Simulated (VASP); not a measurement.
**Ba3AlB (perovskite type): single point with PBE**

The system is Ba3AlB (perovskite type).

```
Al B Ba
1.0
     5.81255    0.00000    0.00000
     0.00000    5.81255    0.00000
     0.00000    0.00000    5.81255
Al B Ba
1 1 3
Cartesian
  0.0000 0.0000 0.0000
  2.9063 2.9063 2.9063
  2.9063 2.9063 0.0000
  2.9063 0.0000 2.9063
  0.0000 2.9063 2.9063
```

```
Program             : VASP 6.6.1
Task                : single point
Functional          : PBE
Potentials or basis : VASP PAW PBE potentials, release 64 (Al, B, Ba_sv)
Cutoff              : 520 eV
k mesh              : 6 × 6 × 6
Occupations         : fermi-dirac, width 0.05 eV
Spin                : no spin polarisation
```

* Pressure: 0.4 GPa
* Band gap on the k mesh: zero (bands 18 and 19 overlap by 0.84 eV)

Levels at points of the mesh, in eV from the Fermi level:
```
           k point  band 15  band 16  band 17  band 18  band 19  band 20  band 21  band 22
(0.00, 0.00, 0.00)     0.23     0.23     0.56     0.56     0.56     0.80     0.80     0.80
(0.50, 0.00, 0.00)    -1.35    -0.83     0.08     0.08     0.59     0.59     0.96     1.36
(0.50, 0.50, 0.00)    -1.45    -1.45    -0.38    -0.38    -0.25     0.09     2.18     2.18
(0.50, 0.50, 0.50)    -1.71    -1.71    -1.71     0.26     0.26     0.26     1.78     1.78
```

Wall time 110 s on 1 thread of Oxide Virtual Turin-like Processor, on a shared host, peak memory 0.34 GiB.

Caveat: spin-orbit coupling is left out, which moves the levels of the heavy elements.
